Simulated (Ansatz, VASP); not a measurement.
One calculation of Re, two programs

```
CELL_PARAMETERS angstrom
2.74227 0.00000 0.00000
-1.37114 2.37488 0.00000
0.00000 0.00000 4.42828
ATOMIC_POSITIONS crystal
Re 0.66667 0.33333 0.75000
Re 0.33333 0.66667 0.25000
```

Alike in both runs: task single point; functional LDA; k mesh 11 × 11 × 6; occupations fermi-dirac, width 0.05 eV; no spin polarisation.

|  | VASP | Ansatz |
| --- | --- | --- |
| version | VASP 6.6.1 | Ansatz 0.2.0 |
| potentials or method | VASP PAW LDA potentials, release 64 (Re_sv_GW) | Ansatz PAW |
| plane-wave cutoff (eV) | 560 | 420 |
| valence electrons in the cell | 30 | 30 |

|  | VASP | Ansatz | Ansatz less VASP |
| --- | --- | --- | --- |
| gap on the k mesh at the Fermi level (eV) | none | none | - |
| pressure (GPa) | -2.6 | -2.5 | +0.09 |
| traceless stress, the component that is largest in VASP (GPa) | -0.26 | -0.22 | +0.038 |

LDA's correlation is that of Perdew and Zunger in VASP and of Perdew and Wang (1992) in Ansatz. A gap of «none» marks a metal or a gap that the smearing closes.

Neither program's run includes spin-orbit coupling.
